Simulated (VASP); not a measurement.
# InSb3 (Amm2) in VASP: single point with r2SCAN

Aim: the single point of InSb3 with r2SCAN.

Program: VASP 6.6.1. These are calculated values, not measurements. Logs are shortened: lines on timing, memory, paths and dates and some standing lists are left out, and cuts for length are marked.

### Step 1. The cell of the first run

Symmetry: Amm2, No. 38, orthorhombic system. Conventional cell: a = 4.791 Å, b = 6.775 Å, c = 6.775 Å, α = 90.00°, β = 90.00°, γ = 90.00°. Within 4.1 Å of In (site symmetry mm2) lie 12 Sb at 3.09 to 3.69 Å. Sb (site symmetry m) has 4 In at 3.25 to 3.55 Å and 8 Sb at 3.39 Å within 4.3 Å. Within 4.1 Å of Sb (site symmetry mm2) lie 4 In at 3.09 to 3.69 Å and 8 Sb at 3.39 Å.

### Step 2. Single point, r2SCAN (all In atoms moved -0.300 Å, as atom 1 along Cartesian [1 1 0])

File POSCAR:

```
InSb3
1.0
    4.7905259581      0.0000000000      0.0000000000
    0.0000000000      4.7905259581      0.0000000000
    0.0000000000      0.0000000000      4.7905259581
In Sb
1 3
Direct
   -0.0442815750     -0.0442815750      0.0000000000
    0.5000000000      0.0000000000      0.5000000000
    0.0000000000      0.5000000000      0.5000000000
    0.5000000000      0.5000000000      0.0000000000
```

File INCAR.step1:

```
ALGO = Normal
EDIFF = 1E-5
ENCUT = 550
GGA = PE
GGA_COMPAT = False
ISMEAR = 0
LASPH = True
LCHARG = False
LREAL = False
LWAVE = True
NBANDS = 22
NELM = 120
PREC = Accurate
SIGMA = 0.15
```

File INCAR.step2:

```
ALGO = Normal
EDIFF = 1E-6
ENCUT = 550
GGA_COMPAT = False
ISIF = 2
ISMEAR = 0
ISTART = 1
LASPH = True
LCHARG = False
LMIXTAU = True
LREAL = False
LWAVE = False
METAGGA = R2SCAN
NBANDS = 22
NELM = 120
PREC = Accurate
SIGMA = 0.15
```

File KPOINTS:

```
k-points
0
Gamma
  10 10 10
```

Potentials or basis: VASP PAW PBE potentials, release 64 (In_d, Sb).

The run is started by

```console
$ cat potpaw_PBE.64/In_d/POTCAR potpaw_PBE.64/Sb/POTCAR > POTCAR
$ cp INCAR.step1 INCAR
$ mpirun -np 1 vasp_std > vasp.out
$ cp INCAR.step2 INCAR
$ mpirun -np 1 vasp_std > vasp.out
```

OUTCAR:

```text
EDIFF = 1E-6
   ENCUT = 550
   ISIF = 2
   ISMEAR = 0
   ISTART = 1
   LASPH = True
   LREAL = False
   METAGGA = R2SCAN
   NELM = 120
   PREC = Accurate

 ion  position               nearest neighbor table
   1  0.956  0.956  0.000-   4 3.09   3 3.25   2 3.25   2 3.25   3 3.25   4 3.40   4 3.40   3 3.55
                             2 3.55   3 3.55   2 3.55   4 3.69
   2  0.500  0.000  0.500-   1 3.25   1 3.25   4 3.39   3 3.39   4 3.39   3 3.39   4 3.39   4 3.39
                             3 3.39   3 3.39   1 3.55   1 3.55
   3  0.000  0.500  0.500-   1 3.25   1 3.25   4 3.39   2 3.39   4 3.39   2 3.39   2 3.39   4 3.39
                             4 3.39   2 3.39   1 3.55   1 3.55
   4  0.500  0.500  0.000-   1 3.09   2 3.39   3 3.39   2 3.39   3 3.39   2 3.39   2 3.39   3 3.39
                             3 3.39   1 3.40   1 3.40   1 3.69

  LATTYP: Found a simple cubic cell.
 ALAT       =     4.7905259581

  Lattice vectors:

 A1 = (   4.7905259581,   0.0000000000,   0.0000000000)
 A2 = (   0.0000000000,   4.7905259581,   0.0000000000)
 A3 = (   0.0000000000,   0.0000000000,   4.7905259581)

Analysis of symmetry for initial positions (statically):
=====================================================================
 Subroutine PRICEL returns:
 Original cell was already a primitive cell.

 Routine SETGRP: Setting up the symmetry group for a
 simple cubic supercell.

 Subroutine GETGRP returns: Found  4 space group operations
 (whereof  4 operations were pure point group operations)
 out of a pool of 48 trial point group operations.

The static configuration has the point symmetry C_2v.

Analysis of symmetry for dynamics (positions and initial velocities):
=====================================================================
 Subroutine PRICEL returns:
 Original cell was already a primitive cell.

 Routine SETGRP: Setting up the symmetry group for a
 simple cubic supercell.

 Subroutine GETGRP returns: Found  4 space group operations
 (whereof  4 operations were pure point group operations)
 out of a pool of 48 trial point group operations.

The dynamic configuration has the point symmetry C_2v.

 Subroutine INISYM returns: Found  4 space group operations
 (whereof  4 operations are pure point group operations),
 and found     1 'primitive' translations

----------------------------------------------------------------------------------------

                                     Primitive cell

  volume of cell :     109.9384

  direct lattice vectors                    reciprocal lattice vectors
     4.790525958  0.000000000  0.000000000     0.208745346  0.000000000  0.000000000
     0.000000000  4.790525958  0.000000000     0.000000000  0.208745346  0.000000000
     0.000000000  0.000000000  4.790525958     0.000000000  0.000000000  0.208745346

  length of vectors
     4.790525958  4.790525958  4.790525958     0.208745346  0.208745346  0.208745346

  position of ions in fractional coordinates (direct lattice)
     0.955718425  0.955718425  0.000000000
     0.500000000  0.000000000  0.500000000
     0.000000000  0.500000000  0.500000000
     0.500000000  0.500000000  0.000000000

  ion indices of the primitive-cell ions
   primitive index   ion index
                 1           1
                 2           2
                 3           3
                 4           4

----------------------------------------------------------------------------------------

 KPOINTS: k-points

Automatic generation of k-mesh.
 Grid dimensions read from file:
 generate k-points for:   10   10   10

 Generating k-lattice:

  Cartesian coordinates                     Fractional coordinates (reciprocal lattice)
     0.020874535  0.000000000  0.000000000     0.100000000  0.000000000  0.000000000
     0.000000000  0.020874535  0.000000000     0.000000000  0.100000000  0.000000000
     0.000000000  0.000000000  0.020874535     0.000000000  0.000000000  0.100000000

  Length of vectors
     0.020874535  0.020874535  0.020874535

  Shift w.r.t. Gamma in fractional coordinates (k-lattice)
     0.000000000  0.000000000  0.000000000

 Subroutine IBZKPT returns following result:
 ===========================================

 Found    186 irreducible k-points:

 Following reciprocal coordinates:
            Coordinates               Weight
  0.000000  0.000000  0.000000      1.000000
  0.100000  0.000000  0.000000      4.000000
  0.000000  0.000000  0.100000      2.000000
  0.200000  0.000000  0.000000      4.000000
  0.000000  0.000000  0.200000      2.000000
  0.300000  0.000000  0.000000      4.000000
[... 16 lines left out ...]
  0.400000  0.100000  0.000000      4.000000
  0.000000  0.400000  0.100000      8.000000
 [... further k-points ...]
   k-points           NKPTS =    186   k-points in BZ     NKDIM =    186   number of bands    NBANDS=     22
   number of dos      NEDOS =    301   number of ions     NIONS =      4
   total plane-waves  NPLWV =  64000
   dimension x,y,z NGX =    40 NGY =   40 NGZ =   40
   dimension x,y,z NGXF=    80 NGYF=   80 NGZF=   80
   ions per type =               1   3
   NGX,Y,Z   is equivalent  to a cutoff of  13.88, 13.88, 13.88 a.u.
   NGXF,Y,Z  is equivalent  to a cutoff of  27.76, 27.76, 27.76 a.u.
 SYSTEM =  unknown system
   PREC   = accura    normal or accurate (medium, high low for compatibility)
   ISTART =      1    job   : 0-new  1-cont  2-samecut
   ICHARG =      0    charge: 1-file 2-atom 10-const
   ISPIN  =      1    spin polarized calculation?
   LNONCOLLINEAR =      F non collinear calculations
   LSORBIT =      F    spin-orbit coupling
   LASPH  =      T    aspherical Exc in radial PAW
   ENCUT  =  550.0 eV  40.42 Ry    6.36 a.u.   9.16  9.16  9.16*2*pi/ulx,y,z
   NELM   =    120;   NELMIN=  2; NELMDL=  0     # of ELM steps
   EDIFF  = 0.1E-05   stopping-criterion for ELM
   LREAL  =      F    real-space projection
   EDIFFG = 0.1E-04   stopping-criterion for IOM
   NSW    =      0    number of steps for IOM
   IBRION =     -1    ionic relax: 0-MD 1-quasi-New 2-CG
   NFREE  =      0    steps in history (QN), initial steepest desc. (CG)
   ISIF   =      2    stress and relaxation
   ISYM   =      2    0-nonsym 1-usesym 2-fastsym
   POTIM  = 0.5000    time-step for ionic-motion
   TEBEG  =    0.0;   TEEND  =   0.0 temperature during run
   PSTRESS=    0.0 pullay stress
   NELECT =      28.0000    total number of electrons
   NUPDOWN=      -1.0000    fix difference up-down
   EMIN   =  10.00;   EMAX   =-10.00  energy-range for DOS
   EFERMI =   0.00;   METHOD = LEGACY
   ISMEAR =     0;   SIGMA  =   0.15  broadening in eV -4-tet -1-fermi 0-gaus
   EFERMI_NEDOS =   21; number of points for ismear=-14 and -15
   IALGO  =     38    algorithm
   IMIX   =      4    mixing-type and parameters
     AMIX     =   0.40;   BMIX     =  1.00
     AMIX_MAG =   1.60;   BMIX_MAG =  1.00
  volume/ion in A,a.u.               =      27.48       185.48
  Fermi-wavevector in a.u.,A,eV,Ry     =   1.037714  1.960995 14.651436  1.076850
  Thomas-Fermi vector in A             =   2.172165
   LORBIT       =      0    0 simple, 1 ext, 2 COOP (PROOUT), +10 PAW based schemes
   METAGGA = R2SCAN    functional components
   LHFCALC =     F    Hartree Fock is set to
   AEXX    =    0.0000 exact exchange contribution
   IVDW    =     0    specifies the selected vdW correction
   LEPSILON=     F    determine dielectric tensor
   LRPA    =     F    only Hartree local field effects (RPA)
 non-spin polarized calculation
 Gauss-broadening in eV      SIGMA  =   0.15
  energy-cutoff  :      550.00
  volume of cell :      109.94
 maximum number of plane-waves:      3244
 NGX is ok and might be reduce to    40
   NGX = 19   NGY = 19   NGZ = 19

 number of electron      28.0000002 magnetization

 Free energy of the ion-electron system (eV)
  ---------------------------------------------------
  ext. energy  EPLUGINS =         0.00000000
  ---------------------------------------------------
  free energy    TOTEN  =       -98.50778767 eV

  energy without entropy =      -98.49083161  energy(sigma->0) =      -98.49930964

 E-fermi :   7.8444     XC(G=0): -10.6981

 val. band max:        7.8288820251   @ k =  -0.3000   0.2000   0.3000
 cond. band min:       7.8503630747   @ k =   0.4000   0.4000   0.2000
 fundamental gap:      0.0214810496
 Fermi energy:         7.8443907584

 k-point     1 :       0.0000    0.0000    0.0000
  band No.  band energies     occupation
      1      -7.2756      2.00000
      2      -7.2661      2.00000
      3      -7.2543      2.00000
      4      -7.2542      2.00000
      5      -7.2492      2.00000
      6      -4.9816      2.00000
[... 14 lines left out ...]
     21      13.1765      0.00000
     22      13.2498      0.00000

 k-point     2 :       0.1000    0.0000    0.0000
  band No.  band energies     occupation
      1      -7.2753      2.00000
      2      -7.2648      2.00000
      3      -7.2550      2.00000
      4      -7.2549      2.00000
      5      -7.2497      2.00000
      6      -4.9168      2.00000
[... 14 lines left out ...]
     21      13.3833      0.00000
     22      13.6040      0.00000

 k-point     3 :       0.0000    0.0000    0.1000
  band No.  band energies     occupation
      1      -7.2743      2.00000
      2      -7.2656      2.00000
      3      -7.2556      2.00000
      4      -7.2540      2.00000
      5      -7.2503      2.00000
      6      -4.9159      2.00000
[... 14 lines left out ...]
     21      13.3351      0.00000
     22      13.5889      0.00000
[... 476 lines left out ...]
 k-point    23 :       0.4000    0.1000    0.0000
  band No.  band energies     occupation
      1      -7.2782      2.00000
      2      -7.2634      2.00000
      3      -7.2603      2.00000
      4      -7.2518      2.00000
      5      -7.2506      2.00000
      6      -3.9531      2.00000
[... 14 lines left out ...]
     21      12.9454      0.00000
     22      14.5507      0.00000

 k-point    24 :       0.0000    0.4000    0.1000
  band No.  band energies     occupation
      1      -7.2759      2.00000
      2      -7.2667      2.00000
      3      -7.2592      2.00000
      4      -7.2529      2.00000
      5      -7.2497      2.00000
      6      -3.9516      2.00000
[... 14 lines left out ...]
     21      12.9697      0.00000
     22      14.5400      0.00000

 [... further k-points ...]
[... 5 lines left out ...]
  --------------------------------------------------------------------------------------
  -------------------------------------------------------------------------------------
  Total        0.3391515      0.3391515      0.3357896      0.2533434      0.0000000      0.0000000
  in kB        4.9425916      4.9425916      4.8935975      3.6920758      0.0000000      0.0000000
  external PRESSURE =       4.9262602 kB  Pullay stress =       0.0000000 kB

 VOLUME and BASIS-vectors are now :
 -----------------------------------------------------------------------------
  energy-cutoff  :      550.00
  volume of cell :      109.94
      direct lattice vectors                 reciprocal lattice vectors
     4.790525958  0.000000000  0.000000000     0.208745346  0.000000000  0.000000000
     0.000000000  4.790525958  0.000000000     0.000000000  0.208745346  0.000000000
     0.000000000  0.000000000  4.790525958     0.000000000  0.000000000  0.208745346

 POSITION                                       TOTAL-FORCE (eV/Angst)
 -----------------------------------------------------------------------------------
      4.57839      4.57839      0.00000         0.265099      0.265099      0.000000
      2.39526      0.00000      2.39526        -0.197059      0.202508      0.000000
      0.00000      2.39526      2.39526         0.202508     -0.197059      0.000000
      2.39526      2.39526      0.00000        -0.270548     -0.270548      0.000000
 -----------------------------------------------------------------------------------
    total drift:                               -0.000477     -0.000477      0.000001

  FREE ENERGIE OF THE ION-ELECTRON SYSTEM (eV)
  ---------------------------------------------------
  free  energy   TOTEN  =       -98.5077876674 eV

  energy  without entropy=      -98.4908316139  energy(sigma->0) =      -98.49930964
```

It took 15 min on 1 thread of Intel Xeon 6975P-C, shared host; peak memory 0.59 GiB.

What came out:

```
Free energy            : -98.5078 eV
Pressure               : 0.5 GPa
Largest force          : 0.383 eV/Å
Band gap on the k mesh : zero (band 14 reaches 11.60 eV, above the bottom of band 15 at 6.63 eV)
```

Forces in eV/Å, atoms in the order of the input:
```
In   0.265  0.265  0.000
Sb  -0.197  0.203  0.000
Sb   0.203 -0.197  0.000
Sb  -0.271 -0.271  0.000
```

Caveat: the cell differs from its parent crystal (all In atoms moved -0.300 Å, as atom 1 along Cartesian [1 1 0]); the PAW data sets were made with another functional, which shifts forces and pressure a little; spin-orbit coupling is left out, which moves the levels of the heavy elements.
